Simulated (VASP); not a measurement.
# Bi (Im-3m) in VASP: a series of runs, part 2 of 2

VASP 6.6.1.

### 6 Single point, LDA, collinear spin, ferromagnetic start

This run uses another cell than the first one, of 31.12 Å³/atom, 0.980 times its volume.

Contents of INCAR:

```
PREC     = Accurate       # precision mode
ENCUT    = 520            # plane-wave cutoff, eV
EDIFF    = 1E-6           # SCF threshold, eV
ISMEAR   = -1             # smearing method
SIGMA    = 0.05           # smearing width, eV
LREAL    = F              # projectors in reciprocal space
LASPH    = T              # aspherical terms in the spheres
NELM     = 150            # most SCF steps
ALGO     = Normal         # electronic algorithm
ISIF     = 2              # what is computed and relaxed
LWAVE    = F              # write WAVECAR
LCHARG   = T              # write CHGCAR
ISPIN    = 2              # spin polarisation
MAGMOM   = 0.5            # initial moments
LORBIT   = 11             # projections on sites
LELF     = T              # ELF
LVHAR    = T            
NBANDS   = 18             # bands
```

Contents of KPOINTS:

```
regular mesh
0
Gamma
  9 9 9
```

Contents of POSCAR:

```
Bi
1.0
   -1.9814305318      1.9814305318      1.9814305318
    1.9814305318     -1.9814305318      1.9814305318
    1.9814305318      1.9814305318     -1.9814305318
Bi
1
Direct
    0.0000000000      0.0000000000      0.0000000000
```

Potentials or basis: VASP PAW LDA potentials, release 64 (Bi_d).

On the command line:

```sh
$ cat potpaw_LDA.64/Bi_d/POTCAR > POTCAR
$ mpirun -np 1 vasp_std > vasp.out
```

OUTCAR:

```text
PREC = Accurate
   ENCUT = 520
   EDIFF = 1E-6
   ISMEAR = -1
   LREAL = F
   LASPH = T
   NELM = 150
   ISIF = 2
   ISPIN = 2
   LORBIT = 11

 ion  position               nearest neighbor table
   1  0.000  0.000  0.000-

  LATTYP: Found a body centered cubic cell.
 ALAT       =     3.9628610636

  Lattice vectors:

 A1 = (  -1.9814305318,   1.9814305318,   1.9814305318)
 A2 = (   1.9814305318,  -1.9814305318,   1.9814305318)
 A3 = (   1.9814305318,   1.9814305318,  -1.9814305318)

Analysis of symmetry for initial positions (statically):
=====================================================================
 Subroutine PRICEL returns:
 Original cell was already a primitive cell.

 Routine SETGRP: Setting up the symmetry group for a
 body centered cubic supercell.

 Subroutine GETGRP returns: Found 48 space group operations
[... 9 lines left out ...]

 Routine SETGRP: Setting up the symmetry group for a
 body centered cubic supercell.

 Subroutine GETGRP returns: Found 48 space group operations
 (whereof 48 operations were pure point group operations)
 out of a pool of 48 trial point group operations.

The dynamic configuration has the point symmetry O_h .

[... 170 lines left out ...]
  band No.  band energies     occupation
      1     -15.2942      1.00000
      2     -15.2942      1.00000
      3     -15.2942      1.00000
      4     -15.1637      1.00000
      5     -15.1637      1.00000
      6      -5.8572      1.00000
[... 493 lines left out ...]
     17      28.4024      0.00000
     18      29.7871      0.00000

 [... further k-points ...]

 spin component 2

 k-point     1 :       0.0000    0.0000    0.0000
  band No.  band energies     occupation
      1     -15.2936      1.00000
      2     -15.2936      1.00000
      3     -15.2936      1.00000
      4     -15.1631      1.00000
      5     -15.1631      1.00000
      6      -5.8570      1.00000
[... 493 lines left out ...]
     17      28.4025      0.00000
     18      29.8237      0.00000

 [... further k-points ...]
[... 5 lines left out ...]
  --------------------------------------------------------------------------------------
  -------------------------------------------------------------------------------------
  Total       -0.6254380     -0.6254380     -0.6254380     -0.0000000      0.0000000      0.0000000
  in kB      -32.2031474    -32.2031474    -32.2031474     -0.0000000      0.0000000      0.0000000
  external PRESSURE =     -32.2031474 kB  Pullay stress =       0.0000000 kB

 VOLUME and BASIS-vectors are now :
 -----------------------------------------------------------------------------
  energy-cutoff  :      520.00
  volume of cell :       31.12
      direct lattice vectors                 reciprocal lattice vectors
    -1.981430532  1.981430532  1.981430532     0.000000000  0.252342937  0.252342937
     1.981430532 -1.981430532  1.981430532     0.252342937  0.000000000  0.252342937
     1.981430532  1.981430532 -1.981430532     0.252342937  0.252342937  0.000000000

 POSITION                                       TOTAL-FORCE (eV/Angst)
 -----------------------------------------------------------------------------------
      0.00000      0.00000      0.00000        -0.000000      0.000000      0.000000
 -----------------------------------------------------------------------------------
    total drift:                               -0.000000     -0.000000     -0.000000

  FREE ENERGIE OF THE ION-ELECTRON SYSTEM (eV)
  ---------------------------------------------------
  free  energy   TOTEN  =        -4.4638683477 eV

  energy  without entropy=       -4.4598264764  energy(sigma->0) =       -4.46184741

 total charge

# of ion       s       p       d       tot
------------------------------------------
    1        1.555   1.273   9.916  12.744

 magnetization (x)

# of ion       s       p       d       tot
------------------------------------------
    1       -0.000   0.000  -0.000   0.000
```

OSZICAR:

```text
N       E                     dE             d eps       ncg     rms          rms(c)
DAV:   1     0.129360830006E+03    0.12936E+03   -0.70092E+03  2532   0.962E+02
DAV:   2     0.455489874510E+01   -0.12481E+03   -0.11862E+03  2750   0.300E+02
DAV:   3    -0.423752882582E+01   -0.87924E+01   -0.87069E+01  3020   0.730E+01
DAV:   4    -0.444141053216E+01   -0.20388E+00   -0.20375E+00  3192   0.113E+01
DAV:   5    -0.444826641900E+01   -0.68559E-02   -0.68553E-02  3508   0.203E+00    0.221E+00
DAV:   6    -0.446508137713E+01   -0.16815E-01   -0.74983E-03  3342   0.983E-01    0.884E-01
DAV:   7    -0.446475769104E+01    0.32369E-03   -0.12702E-03  3422   0.340E-01    0.231E-01
DAV:   8    -0.446407890365E+01    0.67879E-03   -0.94172E-04  3294   0.340E-01    0.937E-02
DAV:   9    -0.446393238946E+01    0.14651E-03   -0.12458E-04  3402   0.107E-01    0.306E-02
DAV:  10    -0.446390568746E+01    0.26702E-04   -0.40171E-05  3382   0.744E-02    0.150E-02
DAV:  11    -0.446386851437E+01    0.37173E-04   -0.69612E-06  3270   0.384E-02    0.299E-03
DAV:  12    -0.446386834767E+01    0.16670E-06   -0.25373E-07  1650   0.677E-03
   1 F= -.44638683E+01 E0= -.44618474E+01  d E =-.404187E-02  mag=     0.0001
```

stdout:

```text
POSCAR found type information on POSCAR Bi
 POSCAR found :  1 types and       1 ions
 scaLAPACK will be used
 LDA part: xc-table for (Slater(with rela. corr.)+CA(PZ))
 , standard interpolation
 POSCAR, INCAR and KPOINTS ok, starting setup
 FFT: planning ... GRIDC
 FFT: planning ... GRID_SOFT
 FFT: planning ... GRID
 WAVECAR not read
 entering main loop
```

Run time: 72 s. Hardware: 1 thread of Intel Xeon Platinum 8259CL at 2.50GHz (Skylake/Cascade Lake), shared host; peak memory 0.16 GiB.

What came out:

```
Free energy                                           : -4.4639 eV
Pressure                                              : -3.2 GPa
Net moment                                            : 0.00 μB per cell
Valence electrons inside the program's atomic spheres : Bi 12.74
```

Caveat: spin-orbit coupling is left out, which moves the levels of the heavy elements.

### 7 The runs side by side

```csv
spin,cell,k mesh,smearing,gap on the mesh (eV),pressure (GPa)
off,"a = 3.455 Å, angles 109.5°, 1 atom",9 × 9 × 9,fermi-dirac 0.05 eV,none,-4.1
off,"a = 3.499 Å, angles 109.5°, 1 atom",9 × 9 × 9,fermi-dirac 0.05 eV,none,-5.7
off,"a = 3.432 Å, angles 109.5°, 1 atom",9 × 9 × 9,tetrahedron,none,-3.1
off,"a = 3.432 Å, angles 109.5°, 1 atom",14 × 14 × 14,methfessel-paxton 0.01 eV,none,-3.4
"collinear, ferromagnetic start","a = 3.432 Å, angles 109.5°, 1 atom",9 × 9 × 9,fermi-dirac 0.05 eV,none,-3.2
```

Alike in all rows: task single point; level LDA; potentials or basis VASP PAW LDA potentials, release 64 (Bi_d); cutoff (eV) 520.

Caveats: spin-orbit coupling is left out, which moves the levels of the heavy elements.

Total energies depend on the potentials used, so only differences within one code and one set of settings carry meaning.
